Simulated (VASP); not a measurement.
TiAl3: single point with r2SCAN

Crystal: TiAl3.

```
CELL_PARAMETERS angstrom
3.95567 0.00000 0.00000
0.00000 3.95567 0.00000
0.00000 0.00000 3.95567
ATOMIC_POSITIONS crystal
Ti 0.00730 0.00730 0.00730
Al 0.50000 0.50000 0.00000
Al 0.50000 0.00000 0.50000
Al 0.00000 0.50000 0.50000
```

This cell differs from its parent crystal: atom 1 (Ti) moved +0.050 Å along Cartesian [1 1 1].

```json
{
  "Program": "VASP 6.6.1",
  "Task": "single point",
  "Functional": "r2SCAN",
  "Potentials or basis": "VASP PAW PBE potentials, release 64 (Ti_sv, Al)",
  "Cutoff": "520 eV",
  "k mesh": "12 × 12 × 12",
  "Occupations": "gaussian, width 0.15 eV",
  "Spin": "no spin polarisation",
  "Dipole correction": "no",
  "Further INCAR settings": "ALGO = Normal; EDIFF = 1e-06; NBANDS = 18"
}
```

| Quantity | Value |
| --- | --- |
| Pressure | 0.0 GPa |
| Largest force | 0.503 eV/Å |
| Band gap on the k mesh | zero (an odd number of electrons rules out a gap without spin polarisation) |

Forces in eV/Å, atoms in the order of the input:
```
Ti  -0.290 -0.290 -0.290
Al   0.129  0.129  0.033
Al   0.129  0.033  0.129
Al   0.033  0.129  0.129
```

Levels at points of the mesh, in eV from the Fermi level:
```
           k point  band 8  band 9  band 10  band 11  band 12  band 13
(0.00, 0.00, 0.00)   -2.40   -2.39    -2.39     0.13     0.13     0.13
(0.50, 0.00, 0.00)   -2.46   -2.30     0.38     0.68     0.70     0.91
(0.50, 0.50, 0.00)   -5.42   -1.38    -1.38     0.62     1.08     1.11
(0.50, 0.50, 0.50)   -5.37   -3.88    -3.88    -3.88     0.22     1.47
```

It took 9.9 min on 1 thread of Intel(R) Xeon(R) Platinum 8259CL CPU @ 2.50GHz (Skylake/Cascade Lake) (shared host), peak memory 0.32 GiB.

Caveat: the cell differs from its parent crystal (atom 1 (Ti) moved +0.050 Å along Cartesian [1 1 1]); the PAW data sets were made with another functional, which shifts forces and pressure a little.
